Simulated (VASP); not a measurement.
# GaN in VASP: a series of runs, part 2 of 2

VASP 6.6.1. Earlier steps stand in the parts before.

### Step 4. Single point, LDA (mode 11 frozen in at +0.000 Å and mode 13 at +0.018 Å (largest displacements))

File INCAR:

```
SYSTEM = GaN
ALGO     = Normal         ! electronic algorithm
EDIFF    = 1E-6           ! SCF threshold, eV
ENCUT    = 520            ! plane-wave cutoff, eV
ISIF     = 2              ! what is computed and relaxed
ISMEAR   = 0              ! smearing method
LASPH    = .TRUE.         ! aspherical terms in the spheres
LCHARG   = .TRUE.         ! write CHGCAR
LELF     = .TRUE.         ! ELF
LREAL    = .FALSE.        ! projectors in reciprocal space
LVHAR    = .TRUE.       
LWAVE    = .FALSE.        ! write WAVECAR
NBANDS   = 46             ! bands
NELM     = 80             ! most SCF steps
PREC     = Accurate       ! precision mode
SIGMA    = 0.05           ! smearing width, eV
```

File KPOINTS:

```
k-points
0
G
  8 6 6
  0 0 0
```

File POSCAR:

```
GaN
1.0
   -3.1515767111      0.0000000000      0.0000000000
    0.0000000000      0.0000000000     -5.1382481593
    0.0000000000     -5.4586909876      0.0000000000
Ga N
4 4
Direct
    0.5000000000      0.0014128351      0.1666660477
    0.0000000000      0.0014128351      0.6666660477
    0.0000000000      0.5014128351      0.3333339523
    0.5000000000      0.5014128351      0.8333339523
    0.5000000000      0.6207566862      0.1666628602
    0.0000000000      0.6207566862      0.6666628602
    0.0000000000      0.1207566862      0.3333371398
    0.5000000000      0.1207566862      0.8333371398
```

Started as:

```sh
cat potpaw_LDA.64/Ga_d/POTCAR potpaw_LDA.64/N/POTCAR > POTCAR
mpirun -np 1 vasp_std > vasp.out
```

It took 11 min on 1 thread of AMD EPYC 7R13 (Zen 3), shared host; peak memory 0.3 GiB.

It converged, with:

* Free energy: -55.8075 eV
* Pressure: 1.3 GPa
* Largest force: 0.262 eV/Å
* Band gap on the k mesh: 2.16 eV

Forces in eV/Å, atoms in the order of the input:
```
Ga   0.000  0.000  0.262
Ga   0.000  0.000  0.262
Ga   0.000  0.000  0.262
Ga   0.000  0.000  0.262
N    0.000  0.000 -0.262
N    0.000  0.000 -0.262
N    0.000  0.000 -0.262
N    0.000  0.000 -0.262
```

Stress tensor (GPa, compression positive):
```
 2.17  0.00  0.00
 0.00  2.17  0.00
 0.00  0.00 -0.42
```

Levels at points of the mesh, in eV from the valence-band top:
| k point | band 34 | band 35 | band 36 | band 37 | band 38 | band 39 |
| --- | --- | --- | --- | --- | --- | --- |
| (0.00, 0.00, 0.00) | -0.02 | -0.02 | 0.00 | 2.16 | 4.36 | 5.00 |
| (0.50, 0.00, 0.00) | -2.26 | -1.95 | -1.95 | 5.70 | 5.70 | 6.82 |
| (0.00, 0.50, 0.00) | -0.56 | -0.56 | -0.56 | 4.41 | 4.41 | 4.42 |
| (0.50, 0.50, 0.00) | -1.69 | -1.69 | -1.69 | 5.88 | 5.88 | 5.88 |
| (0.00, 0.00, 0.50) | -0.69 | -0.56 | -0.56 | 4.43 | 4.43 | 5.99 |
| (0.50, 0.00, 0.50) | -2.27 | -1.10 | -1.10 | 5.00 | 5.00 | 5.68 |
| (0.00, 0.50, 0.50) | -1.37 | -1.37 | -1.37 | 5.31 | 5.31 | 5.31 |
| (0.50, 0.50, 0.50) | -1.94 | -1.94 | -1.94 | 4.41 | 4.41 | 4.41 |

Caveat: the cell differs from its parent crystal (mode 11 frozen in at +0.000 Å and mode 13 at +0.018 Å (largest displacements)).

### Step 5. Single point, LDA (mode 11 frozen in at -0.046 Å and mode 13 at -0.036 Å (largest displacements))

File INCAR:

```
SYSTEM = GaN
PREC     = Accurate       ! precision mode
ENCUT    = 520            ! plane-wave cutoff, eV
EDIFF    = 1E-6           ! SCF threshold, eV
ISMEAR   = 0              ! smearing method
SIGMA    = 0.05           ! smearing width, eV
LREAL    = .FALSE.        ! projectors in reciprocal space
LASPH    = .TRUE.         ! aspherical terms in the spheres
NELM     = 100            ! most SCF steps
ALGO     = Normal         ! electronic algorithm
ISIF     = 2              ! what is computed and relaxed
LWAVE    = .FALSE.        ! write WAVECAR
LCHARG   = .FALSE.        ! write CHGCAR
NBANDS   = 46             ! bands
```

File KPOINTS:

```
regular mesh
0
G
  8 6 6
  0 0 0
```

File POSCAR:

```
GaN
1.0
   -3.1515767111      0.0000000000      0.0000000000
    0.0000000000      0.0000000000     -5.1382481593
    0.0000000000     -5.4586909876      0.0000000000
Ga N
4 4
Direct
    0.5000000000      0.0023754917      0.1744962445
    0.0000000000     -0.0038193148      0.6588395647
    0.0000000000      0.4961806852      0.3411604353
    0.5000000000      0.5023754917      0.8255037555
    0.5000000000      0.6299455223      0.1678068503
    0.0000000000      0.6328202157      0.6655417092
    0.0000000000      0.1328202157      0.3344582908
    0.5000000000      0.1299455223      0.8321931497
```

Started as:

```sh
cat potpaw_LDA.64/Ga_d/POTCAR potpaw_LDA.64/N/POTCAR > POTCAR
mpirun -np 1 vasp_std > vasp.out
```

Wall time 11 min (1 thread of AMD EPYC 7R13 (Zen 3), shared host); peak memory 0.3 GiB.

Results (log left out):

* Free energy: -55.6591 eV
* Pressure: 1.7 GPa
* Largest force: 1.542 eV/Å
* Band gap on the k mesh: 2.05 eV

Forces in eV/Å, atoms in the order of the input:
```
Ga   0.000  1.036 -0.121
Ga   0.000 -1.082 -1.099
Ga   0.000  1.082 -1.099
Ga   0.000 -1.036 -0.121
N    0.000 -0.020  0.494
N    0.000 -0.063  0.725
N    0.000  0.063  0.725
N    0.000  0.020  0.494
```

Stress tensor (GPa, compression positive):
```
-0.27  0.00  0.00
 0.00 -0.28  0.00
 0.00  0.00  5.62
```

Levels at points of the mesh, in eV from the valence-band top:
```tsv
k point	band 33	band 34	band 35	band 36	band 37	band 38	band 39	band 40
(0.00, 0.00, 0.00)	-0.80	-0.22	-0.02	0.00	2.05	4.38	4.97	5.55
(0.50, 0.00, 0.00)	-2.41	-2.16	-2.10	-2.03	5.11	5.61	6.63	6.84
(0.00, 0.50, 0.00)	-0.60	-0.60	-0.56	-0.56	4.18	4.18	4.41	4.41
(0.50, 0.50, 0.00)	-2.05	-2.05	-1.71	-1.71	5.62	5.62	5.93	5.93
(0.00, 0.00, 0.50)	-1.01	-0.88	-0.56	-0.38	4.23	4.47	5.94	6.02
(0.50, 0.00, 0.50)	-2.64	-2.44	-1.06	-0.92	4.73	5.18	5.38	5.69
(0.00, 0.50, 0.50)	-1.67	-1.67	-1.10	-1.10	5.02	5.02	5.36	5.36
(0.50, 0.50, 0.50)	-2.06	-2.06	-1.87	-1.87	4.05	4.05	4.48	4.48
```

Caveat: the cell differs from its parent crystal (mode 11 frozen in at -0.046 Å and mode 13 at -0.036 Å (largest displacements)); forces of over 1 eV/Å act on the atoms, so gaps and moduli don't describe the material at rest.

### Step 6. Single point, LDA (mode 11 frozen in at -0.061 Å and mode 13 at +0.091 Å (largest displacements))

File INCAR:

```
SYSTEM = GaN
PREC = Accurate ; ENCUT = 520
EDIFF = 1E-6 ; ISMEAR = 0
SIGMA = 0.05 ; LREAL = .False.
LASPH = .True. ; NELM = 100
ALGO = Normal ; ISIF = 2
LWAVE = .False. ; LCHARG = .False.
NBANDS = 46
```

File KPOINTS:

```
regular mesh
0
Gamma
  8 6 6
  0 0 0
```

File POSCAR:

```
GaN
1.0
   -3.1515767111      0.0000000000      0.0000000000
    0.0000000000      0.0000000000     -5.1382481593
    0.0000000000     -5.4586909876      0.0000000000
Ga N
4 4
Direct
    0.5000000000      0.0083890350      0.1771013584
    0.0000000000      0.0001292931      0.6562257854
    0.0000000000      0.5001292931      0.3437742146
    0.5000000000      0.5083890350      0.8228986416
    0.5000000000      0.6046719801      0.1681577281
    0.0000000000      0.6085049046      0.6651375401
    0.0000000000      0.1085049046      0.3348624599
    0.5000000000      0.1046719801      0.8318422719
```

Potentials or basis: VASP PAW LDA potentials, release 64 (Ga_d, N).

Started as:

```sh
cat potpaw_LDA.64/Ga_d/POTCAR potpaw_LDA.64/N/POTCAR > POTCAR
mpirun -np 1 vasp_std > vasp.out
```

It took 1.8 min on 1 thread of Intel Xeon 6975P-C (Granite Rapids), shared host; peak memory 0.33 GiB.

It converged, with:

- Free energy: -55.3616 eV
- Pressure: 3.2 GPa
- Largest force: 2.158 eV/Å
- Band gap on the k mesh: 2.00 eV

Forces in eV/Å, atoms in the order of the input:
```
Ga   0.000  1.627  1.417
Ga   0.000 -1.792  0.684
Ga   0.000  1.792  0.684
Ga   0.000 -1.627  1.417
N    0.000  0.034 -0.914
N    0.000 -0.237 -1.187
N    0.000  0.237 -1.187
N    0.000 -0.034 -0.914
```

Stress tensor (GPa, compression positive):
```
 6.68  0.00  0.00
 0.00  6.93  0.00
 0.00  0.00 -4.13
```

Levels at points of the mesh, in eV from the valence-band top:
| k point | band 34 | band 35 | band 36 | band 37 | band 38 | band 39 |
| --- | --- | --- | --- | --- | --- | --- |
| (0.00, 0.00, 0.00) | -0.25 | -0.21 | 0.00 | 2.00 | 4.04 | 4.79 |
| (0.50, 0.00, 0.00) | -2.59 | -2.08 | -1.62 | 5.54 | 6.21 | 6.48 |
| (0.00, 0.50, 0.00) | -0.74 | -0.68 | -0.68 | 4.14 | 4.14 | 4.42 |
| (0.50, 0.50, 0.00) | -1.91 | -1.43 | -1.43 | 5.49 | 5.49 | 5.88 |
| (0.00, 0.00, 0.50) | -0.71 | -0.68 | -0.54 | 4.08 | 4.42 | 5.67 |
| (0.50, 0.00, 0.50) | -2.01 | -1.59 | -1.36 | 4.46 | 5.08 | 5.35 |
| (0.00, 0.50, 0.50) | -2.02 | -1.25 | -1.25 | 4.97 | 4.97 | 5.42 |
| (0.50, 0.50, 0.50) | -2.09 | -1.63 | -1.63 | 4.03 | 4.03 | 4.58 |

Caveat: the cell differs from its parent crystal (mode 11 frozen in at -0.061 Å and mode 13 at +0.091 Å (largest displacements)); forces of over 1 eV/Å act on the atoms, so gaps and moduli don't describe the material at rest.
